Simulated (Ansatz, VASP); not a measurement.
**Ag in VASP and in Ansatz**

```
Ag
1.0
     0.00000    2.04310    2.04310
     2.04310    0.00000    2.04310
     2.04310    2.04310    0.00000
Ag
1
Direct
  0.00000 0.00000 0.00000
```

Alike in both runs: task relaxation of cell and atoms; functional PBE; k mesh 16 × 16 × 16; occupations fermi-dirac, width 0.05 eV; no spin polarisation.

|  | VASP | Ansatz |
| --- | --- | --- |
| version | VASP 6.6.1 | Ansatz 0.2.0 |
| potentials or method | VASP PAW PBE potentials, release 64 (Ag), cutoff 500 eV | plane-wave PAW DFT |
| valence electrons in the cell | 11 | 19 |

|  | VASP | Ansatz | Ansatz less VASP |
| --- | --- | --- | --- |
| relaxed volume (Å³/atom) | 17.83 | 17.85 | +0.016 |
| relaxed cell length with the largest relative difference (Å) | 2.933 | 2.933 | +0.0009 |

VASP's potentials hold 11 valence electrons a cell and Ansatz's 19, so a difference there can come from the potentials and not from the codes.
